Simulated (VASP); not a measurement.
# TePb (I4mm) in VASP: single point with PBE

Aim: the single point of TePb with PBE.

All numbers are computed with VASP 6.6.1; they aren't measurements. Logs are shortened: lines on timing, memory, paths and dates and some standing lists are left out, and cuts for length are marked.

## (1) The cell of the first run

The structure is tetragonal, space group I4mm (No. 107). Conventional cell: a = 4.439 Å, b = 4.439 Å, c = 6.910 Å, α = 90.00°, β = 90.00°, γ = 90.00°. Within 4.0 Å of Pb (site symmetry 4mm) lie 6 Te at 2.96 to 3.95 Å. Within 4.0 Å of Te (site symmetry 4mm) lie 6 Pb at 2.96 to 3.95 Å.

## (2) Single point, PBE

POSCAR

```
TePb
1.0
    0.0000000000      4.4394360000      0.0000000000
    4.4394360000      0.0000000000      0.0000000000
    2.2197180000      2.2197180000     -3.4550200000
Pb Te
1 1
Direct
    0.0000000000      0.0000000000      0.0000000000
    0.4280000000      0.4280000000      0.1440000000
```

INCAR.step1

```
SYSTEM = TePb
ALGO = Normal ; EDIFF = 1E-6
ENCUT = 520 ; GGA = PE
ISIF = 2 ; ISMEAR = -1
LASPH = .TRUE. ; LCHARG = .TRUE.
LREAL = .FALSE. ; LWAVE = .FALSE.
NBANDS = 17 ; NELM = 80
PREC = Accurate ; SIGMA = 0.0201
```

KPOINTS.step1

```
k-points
0
G
  7 7 7
  0 0 0
```

INCAR.step2

```
SYSTEM = TePb
ALGO = Normal ; EDIFF = 1E-6
ENCUT = 520 ; GGA = PE
ICHARG = 11 ; ISIF = 2
ISMEAR = -5 ; LASPH = .TRUE.
LCHARG = .FALSE. ; LORBIT = 11
LREAL = .FALSE. ; LWAVE = .FALSE.
NBANDS = 17 ; NEDOS = 2001
NELM = 80 ; PREC = Accurate
SIGMA = 0.0201
```

KPOINTS.step2

```
k-points
0
G
  11 11 11
  0 0 0
```

Potentials or basis: VASP PAW PBE potentials, release 64 (Pb_d, Te).

Run with:

```console
cat potpaw_PBE.64/Pb_d/POTCAR potpaw_PBE.64/Te/POTCAR > POTCAR
cp INCAR.step1 INCAR
cp KPOINTS.step1 KPOINTS
mpirun -np 1 vasp_std > vasp.out
cp INCAR.step2 INCAR
cp KPOINTS.step2 KPOINTS
mpirun -np 1 vasp_std > vasp.out
```

OUTCAR:

```text
SYSTEM = TePb
   EDIFF = 1E-6
   ENCUT = 520
   GGA = PE
   ICHARG = 11
   ISIF = 2
   ISMEAR = -5
   LASPH = .TRUE.
   LORBIT = 11
   LREAL = .FALSE.
   NELM = 80
   PREC = Accurate

 ion  position               nearest neighbor table
   1  0.000  0.000  0.000-   2 2.96   2 3.18   2 3.18   2 3.18   2 3.18
   2  0.428  0.428  0.144-   1 2.96   1 3.18   1 3.18   1 3.18   1 3.18

  LATTYP: Found a body centered tetragonal cell.
 ALAT       =     4.4394360000
 C/A-ratio  =     1.5565130345

  Lattice vectors:

 A1 = (  -2.2197180000,   2.2197180000,   3.4550200000)
 A2 = (   2.2197180000,  -2.2197180000,   3.4550200000)
 A3 = (   2.2197180000,   2.2197180000,  -3.4550200000)

Analysis of symmetry for initial positions (statically):
=====================================================================
 Subroutine PRICEL returns:
 Original cell was already a primitive cell.

 Routine SETGRP: Setting up the symmetry group for a
 body centered tetragonal supercell.

 Subroutine GETGRP returns: Found  8 space group operations
 (whereof  8 operations were pure point group operations)
 out of a pool of 16 trial point group operations.

The static configuration has the point symmetry C_4v.

Analysis of symmetry for dynamics (positions and initial velocities):
=====================================================================
 Subroutine PRICEL returns:
 Original cell was already a primitive cell.

 Routine SETGRP: Setting up the symmetry group for a
 body centered tetragonal supercell.

 Subroutine GETGRP returns: Found  8 space group operations
 (whereof  8 operations were pure point group operations)
 out of a pool of 16 trial point group operations.

The dynamic configuration has the point symmetry C_4v.

 Subroutine INISYM returns: Found  8 space group operations
 (whereof  8 operations are pure point group operations),
 and found     1 'primitive' translations

----------------------------------------------------------------------------------------

                                     Primitive cell

  volume of cell :      68.0936

  direct lattice vectors                    reciprocal lattice vectors
     0.000000000  4.439436000  0.000000000     0.000000000  0.225253839  0.144716963
     4.439436000  0.000000000  0.000000000     0.225253839  0.000000000  0.144716963
     2.219718000  2.219718000 -3.455020000     0.000000000  0.000000000 -0.289433925

  length of vectors
     4.439436000  4.439436000  4.668132303     0.267735487  0.267735487  0.289433925

  position of ions in fractional coordinates (direct lattice)
     0.000000000  0.000000000  0.000000000
     0.428000000  0.428000000  0.144000000

  ion indices of the primitive-cell ions
   primitive index   ion index
                 1           1
                 2           2

----------------------------------------------------------------------------------------

 KPOINTS: k-points

Automatic generation of k-mesh.
 Grid dimensions read from file:
 generate k-points for:   11   11   11

 Generating k-lattice:

  Cartesian coordinates                     Fractional coordinates (reciprocal lattice)
     0.000000000  0.020477622  0.013156088     0.090909091  0.000000000  0.000000000
     0.020477622  0.000000000  0.013156088     0.000000000  0.090909091  0.000000000
     0.000000000  0.000000000 -0.026312175     0.000000000  0.000000000  0.090909091

  Length of vectors
     0.024339590  0.024339590  0.026312175

  Shift w.r.t. Gamma in fractional coordinates (k-lattice)
     0.000000000  0.000000000  0.000000000

 TETIRR: Found   1709 inequivalent tetrahedra from     7986

 Subroutine IBZKPT returns following result:
 ===========================================

 Found    126 irreducible k-points:

 Following reciprocal coordinates:
            Coordinates               Weight
  0.000000  0.000000  0.000000      1.000000
  0.090909  0.000000  0.000000      8.000000
  0.181818  0.000000 -0.000000      8.000000
  0.272727  0.000000  0.000000      8.000000
  0.363636  0.000000 -0.000000      8.000000
  0.454545  0.000000  0.000000      8.000000
[... 16 lines left out ...]
 -0.272727  0.181818 -0.000000     16.000000
 -0.181818  0.181818  0.000000      4.000000
 [... further k-points ...]
   k-points           NKPTS =    126   k-points in BZ     NKDIM =    126   number of bands    NBANDS=     17
   number of dos      NEDOS =   2001   number of ions     NIONS =      2
   total plane-waves  NPLWV =  46656
   dimension x,y,z NGX =    36 NGY =   36 NGZ =   36
   dimension x,y,z NGXF=    72 NGYF=   72 NGZF=   72
   ions per type =               1   1
   NGX,Y,Z   is equivalent  to a cutoff of  13.48, 13.48, 12.82 a.u.
   NGXF,Y,Z  is equivalent  to a cutoff of  26.96, 26.96, 25.64 a.u.
 SYSTEM =  TePb
   PREC   = accura    normal or accurate (medium, high low for compatibility)
   ISTART =      0    job   : 0-new  1-cont  2-samecut
   ICHARG =     11    charge: 1-file 2-atom 10-const
   ISPIN  =      1    spin polarized calculation?
   LNONCOLLINEAR =      F non collinear calculations
   LSORBIT =      F    spin-orbit coupling
   LASPH  =      T    aspherical Exc in radial PAW
   ENCUT  =  520.0 eV  38.22 Ry    6.18 a.u.   8.25  8.25  8.68*2*pi/ulx,y,z
   NELM   =     80;   NELMIN=  2; NELMDL=  0     # of ELM steps
   EDIFF  = 0.1E-05   stopping-criterion for ELM
   LREAL  =      F    real-space projection
   EDIFFG = 0.1E-04   stopping-criterion for IOM
   NSW    =      0    number of steps for IOM
   IBRION =     -1    ionic relax: 0-MD 1-quasi-New 2-CG
   NFREE  =      0    steps in history (QN), initial steepest desc. (CG)
   ISIF   =      2    stress and relaxation
   ISYM   =      2    0-nonsym 1-usesym 2-fastsym
   POTIM  = 0.5000    time-step for ionic-motion
   TEBEG  =    0.0;   TEEND  =   0.0 temperature during run
   PSTRESS=    0.0 pullay stress
   NELECT =      20.0000    total number of electrons
   NUPDOWN=      -1.0000    fix difference up-down
   EMIN   =  10.00;   EMAX   =-10.00  energy-range for DOS
   EFERMI =   0.00;   METHOD = LEGACY
   ISMEAR =    -5;   SIGMA  =   0.02  broadening in eV -4-tet -1-fermi 0-gaus
   EFERMI_NEDOS =   21; number of points for ismear=-14 and -15
   IALGO  =     38    algorithm
   IMIX   =      4    mixing-type and parameters
     AMIX     =   0.40;   BMIX     =  1.00
     AMIX_MAG =   1.60;   BMIX_MAG =  1.00
  volume/ion in A,a.u.               =      34.05       229.76
  Fermi-wavevector in a.u.,A,eV,Ry     =   1.088219  2.056435 16.112285  1.184220
  Thomas-Fermi vector in A             =   2.224395
   LORBIT       =     11    0 simple, 1 ext, 2 COOP (PROOUT), +10 PAW based schemes
   GGA     = PE    functional components
   LHFCALC =     F    Hartree Fock is set to
   AEXX    =    0.0000 exact exchange contribution
   IVDW    =     0    specifies the selected vdW correction
   LEPSILON=     F    determine dielectric tensor
   LRPA    =     F    only Hartree local field effects (RPA)
 non-spin polarized calculation
 Fermi weights with tetrahedron method with Bloechl corrections
  energy-cutoff  :      520.00
  volume of cell :       68.09
 maximum number of plane-waves:      1855
 NGX is ok and might be reduce to    36

 number of electron      20.0000003 magnetization

 Free energy of the ion-electron system (eV)
  ---------------------------------------------------
  ext. energy  EPLUGINS =         0.00000000
  ---------------------------------------------------
  free energy    TOTEN  =        -7.38351706 eV

  energy without entropy =       -7.38351706  energy(sigma->0) =       -7.38351706

 E-fermi :   5.7296     XC(G=0):  -9.2104

 val. band max:        5.7191489229   @ k =   0.4545   0.0000   0.1818
 cond. band min:       6.8415812921   @ k =  -0.4545   0.0000   0.0909
 fundamental gap:      1.1224323692
 Fermi energy:         5.7295826846

 k-point     1 :       0.0000    0.0000    0.0000
  band No.  band energies     occupation
      1     -11.1222      2.00000
      2     -11.0893      2.00000
      3     -11.0842      2.00000
      4     -11.0826      2.00000
      5     -11.0826      2.00000
      6      -6.6073      2.00000
[... 9 lines left out ...]
     16      12.4613      0.00000
     17      12.4614      0.00000

 k-point     2 :       0.0909    0.0000    0.0000
  band No.  band energies     occupation
      1     -11.1229      2.00000
      2     -11.0910      2.00000
      3     -11.0833      2.00000
      4     -11.0820      2.00000
      5     -11.0814      2.00000
      6      -6.5367      2.00000
[... 9 lines left out ...]
     16      12.2903      0.00000
     17      12.3952      0.00000

 k-point     3 :       0.1818    0.0000   -0.0000
  band No.  band energies     occupation
      1     -11.1252      2.00000
      2     -11.0951      2.00000
      3     -11.0827      2.00000
      4     -11.0783      2.00000
      5     -11.0782      2.00000
      6      -6.3296      2.00000
[... 9 lines left out ...]
     16      12.2950      0.00000
     17      13.4187      0.00000

 k-point     4 :       0.2727    0.0000    0.0000
  band No.  band energies     occupation
      1     -11.1287      2.00000
      2     -11.1005      2.00000
      3     -11.0826      2.00000
      4     -11.0741      2.00000
      5     -11.0722      2.00000
      6      -6.0047      2.00000
[... 9 lines left out ...]
     16      12.7103      0.00000
     17      14.6703      0.00000
[... 343 lines left out ...]
      1     -11.1331      2.00000
      2     -11.1076      2.00000
      3     -11.0860      2.00000
      4     -11.0715      2.00000
      5     -11.0622      2.00000
      6      -5.6188      2.00000
[... 9 lines left out ...]
     16      14.3706      0.00000
     17      14.9466      0.00000

 k-point    23 :      -0.2727    0.1818   -0.0000
  band No.  band energies     occupation
      1     -11.1271      2.00000
      2     -11.1041      2.00000
      3     -11.0870      2.00000
      4     -11.0740      2.00000
      5     -11.0676      2.00000
      6      -5.9613      2.00000
[... 9 lines left out ...]
     16      13.5570      0.00000
     17      14.1048      0.00000

 k-point    24 :      -0.1818    0.1818    0.0000
  band No.  band energies     occupation
      1     -11.1227      2.00000
      2     -11.1005      2.00000
      3     -11.0863      2.00000
      4     -11.0767      2.00000
      5     -11.0731      2.00000
      6      -6.2121      2.00000
[... 9 lines left out ...]
     16      12.9820      0.00000
     17      13.2786      0.00000

 [... further k-points ...]

------------------------ aborting loop because EDIFF is reached ----------------------------------------

  FORCE on cell =-STRESS in cart. coord.  units (eV):
  Direction    XX          YY          ZZ          XY          YZ          ZX
  --------------------------------------------------------------------------------------
  -------------------------------------------------------------------------------------
  Total        2.0898214      2.0898214      1.2548566      0.0000000      0.0000000      0.0000000
  in kB       49.1715152     49.1715152     29.5255844      0.0000000      0.0000000      0.0000000
  external PRESSURE =      42.6228716 kB  Pullay stress =       0.0000000 kB

 VOLUME and BASIS-vectors are now :
 -----------------------------------------------------------------------------
  energy-cutoff  :      520.00
  volume of cell :       68.09
      direct lattice vectors                 reciprocal lattice vectors
     0.000000000  4.439436000  0.000000000     0.000000000  0.225253839  0.144716963
     4.439436000  0.000000000  0.000000000     0.225253839  0.000000000  0.144716963
     2.219718000  2.219718000 -3.455020000     0.000000000  0.000000000 -0.289433925

 POSITION                                       TOTAL-FORCE (eV/Angst)
 -----------------------------------------------------------------------------------
      0.00000      0.00000      0.00000         0.000000      0.000000     -0.405540
      2.21972      2.21972     -0.49752         0.000000      0.000000      0.405540
 -----------------------------------------------------------------------------------
    total drift:                                0.000000      0.000000     -0.000087

  FREE ENERGIE OF THE ION-ELECTRON SYSTEM (eV)
  ---------------------------------------------------
  free  energy   TOTEN  =        -7.3835170642 eV

  energy  without entropy=       -7.3835170642  energy(sigma->0) =       -7.38351706

 total charge

# of ion       s       p       d       tot
------------------------------------------
    1        1.455   0.634   9.831  11.921
    2        1.380   2.011   0.021   3.412
--------------------------------------------------
tot          2.835   2.646   9.852  15.333
```

Run time: 3.3 min. Hardware: 1 thread of Intel Xeon 8259CL, shared host; peak memory 0.31 GiB.

Results:

```yaml
Valence_electrons_inside_the_program's_atomic_spheres: Pb 11.92; Te 3.41
```

Caveat: spin-orbit coupling is left out, which moves the levels of the heavy elements.
